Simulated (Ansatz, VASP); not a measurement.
One calculation of SnTe, two programs

File INCAR:

```
PREC = Accurate
ENCUT = 520
EDIFF = 1E-6
ISMEAR = 0
SIGMA = 0.1
LREAL = F
LASPH = T
NELM = 100
ALGO = Normal
ISIF = 2
LWAVE = F
LCHARG = F
GGA = PE
NBANDS = 17
```

KPOINTS

```
Automatic mesh
0
Gamma
  10 10 10
```

File POSCAR:

```
SnTe
1.0
    3.6282862870     -0.0983203460      0.0000000000
   -0.0983203460      4.0647927000      0.0000000000
    0.0000000000      0.0000000000      3.8946258740
Sn Te
1 1
Direct
    0.0000000000      0.0000000000      0.0256101621
    0.5000000000      0.5000000000      0.4743898379
```

Input for Ansatz:

```yaml
crystal:
  lattice:
    - [3.628286287, -0.098320346, 0.0]
    - [-0.098320346, 4.0647927, 0.0]
    - [0.0, 0.0, 3.894625874]
  atoms:
    - { symbol: Sn, position: [0.0, 0.0, 0.0256101621] }
    - { symbol: Te, position: [0.5, 0.5, 0.4743898379] }
basis:
  ecutwfc: 420
kpoints:
  mp_grid: { grid: [10, 10, 10] }
hamiltonian:
  xc: pbe
scf:
  occupations: { method: gaussian, width: 0.1 }
output:
  forces: true
  stress: true
  eigenvalues: true
```

Alike in both runs: task single point; functional PBE; k mesh 10 × 10 × 10; occupations gaussian, width 0.1 eV; no spin polarisation.

|  | VASP | Ansatz |
| --- | --- | --- |
| version | VASP 6.6.1 | Ansatz 0.2.0 |
| potentials or method | VASP PAW PBE potentials, release 64 (Sn_d, Te), cutoff 520 eV | scalar-relativistic, plane waves, PAW |
| valence electrons in the cell | 20 | 30 |

|  | VASP | Ansatz | Ansatz less VASP |
| --- | --- | --- | --- |
| gap on the k mesh at the Fermi level (eV) | none | none | - |
| pressure (GPa) | 1.8 | 1.9 | +0.06 |
| traceless stress, the component that is largest in VASP (GPa) | -2.09 | -2.09 | -0.004 |
| rms of the force components (eV/Å) | 0.021 | 0.019 | -0.0018 |

Atom by atom the forces differ by 0.002 eV/Å (rms over components). A gap of «none» marks a metal or a gap that the smearing closes. VASP's potentials hold 20 valence electrons a cell and Ansatz's 30, so a difference there can come from the potentials and not from the codes.

Neither program's run includes spin-orbit coupling.
